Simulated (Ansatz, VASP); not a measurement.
# GeH2: VASP beside Ansatz

The input POSCAR:

```
GeH2
1.0
    3.0117840000      0.0000000000      0.0000000000
    0.0000000000      3.0117840000      0.0000000000
    0.0000000000      0.0000000000      6.1685410000
H Ge
4 2
Direct
    0.0000000000      0.5000000000      0.3300000000
    0.5000000000      0.0000000000      0.6700000000
    0.0000000000      0.0000000000      0.0000000000
    0.5000000000      0.5000000000      0.0000000000
    0.0000000000      0.5000000000      0.7350000000
    0.5000000000      0.0000000000      0.2650000000
```

The input INCAR.step1:

```
SYSTEM = GeH2
ALGO     = Normal         ! electronic algorithm
EDIFF    = 1E-4           ! SCF threshold, eV
ENCUT    = 520            ! plane-wave cutoff, eV
GGA      = PE             ! functional
ISMEAR   = -1             ! smearing method
LASPH    = .TRUE.         ! aspherical terms in the spheres
LCHARG   = .FALSE.        ! write CHGCAR
LREAL    = .FALSE.        ! projectors in reciprocal space
LWAVE    = .TRUE.         ! write WAVECAR
NBANDS   = 25             ! bands
NELM     = 60             ! most SCF steps
PREC     = Accurate       ! precision mode
SIGMA    = 0.1            ! smearing width, eV
```

INCAR.step2

```
SYSTEM = GeH2
ALGO     = Normal         ! electronic algorithm
EDIFF    = 1E-6           ! SCF threshold, eV
ENCUT    = 520            ! plane-wave cutoff, eV
ISIF     = 2              ! what is computed and relaxed
ISMEAR   = -1             ! smearing method
ISTART   = 1            
LASPH    = .TRUE.         ! aspherical terms in the spheres
LCHARG   = .FALSE.        ! write CHGCAR
LMIXTAU  = .TRUE.       
LREAL    = .FALSE.        ! projectors in reciprocal space
LWAVE    = .FALSE.        ! write WAVECAR
METAGGA  = R2SCAN         ! meta-GGA
NBANDS   = 25             ! bands
NELM     = 60             ! most SCF steps
PREC     = Accurate       ! precision mode
SIGMA    = 0.1            ! smearing width, eV
```

The input KPOINTS:

```
k-points
0
G
  11 11 6
  0 0 0
```

Input for Ansatz:

```yaml
crystal:
  lattice:
    - [3.011784, 0.0, 0.0]
    - [0.0, 3.011784, 0.0]
    - [0.0, 0.0, 6.168541]
  atoms:
    - { symbol: H, position: [0.0, 0.5, 0.33] }
    - { symbol: H, position: [0.5, 0.0, 0.67] }
    - { symbol: H, position: [0.0, 0.0, 0.0] }
    - { symbol: H, position: [0.5, 0.5, 0.0] }
    - { symbol: Ge, position: [0.0, 0.5, 0.735] }
    - { symbol: Ge, position: [0.5, 0.0, 0.265] }
  symmetry: { tolerance: 0.0003 }
kpoints:
  mp_grid: { grid: [11, 11, 6], shift: [0, 0, 0] }
  band_path:
    path:
      - [0.0, 0.0, 0.0]
      - [0.0, 0.5, 0.0]
      - [0.5, 0.5, 0.0]
      - [0.0, 0.0, 0.0]
      - [0.0, 0.0, 0.5]
      - [0.0, 0.5, 0.5]
      - [0.5, 0.5, 0.5]
      - [0.0, 0.0, 0.5]
      - [0.0, 0.5, 0.0]
      - [0.0, 0.5, 0.5]
      - [0.5, 0.5, 0.0]
    npoints: 6
magnetization:
  spin_polarized: false
scf:
  occupations: { method: fermi_dirac }
  lower_state_search: "off"
  max_iter: 200
hamiltonian:
  pseudopotentials: { kind: paw }
  xc: r2scan
basis:
  ecutwfc: 500
  fft_grid_basis: typed
output:
  forces: true
  stress: true
  eigenvalues: true
  bader: true
  populations: true
  elf: true
  write_potential: true
  volumetric_format: npy
  dos:
    e_range: [-12, 8]
    de: 0.05
    projected: { site_lists: { Ge: [Ge], H: [H] } }
checkpoint:
  read: saved_state
```

Alike in both runs: task single point; functional r2SCAN; k mesh 11 × 11 × 6; no spin polarisation.

|  | VASP | Ansatz |
| --- | --- | --- |
| version | VASP 6.6.1 | Ansatz 0.2.0 |
| potentials or method | VASP PAW PBE potentials, release 64 (H, Ge_d), cutoff 520 eV | PAW plane waves |
| occupations | fermi-dirac, width 0.1 eV | fermi-dirac |
| valence electrons in the cell | 32 | 32 |

|  | VASP | Ansatz | Ansatz less VASP |
| --- | --- | --- | --- |
| pressure (GPa) | -4.1 | -3.9 | +0.12 |
| traceless stress, the component that is largest in VASP (GPa) | -4.69 | -4.68 | +0.006 |
| rms of the force components (eV/Å) | 0.441 | 0.441 | -0.0002 |

VASP's potentials were made for PBE, not for r2SCAN. Atom by atom the forces differ by 0.000 eV/Å (rms over components).
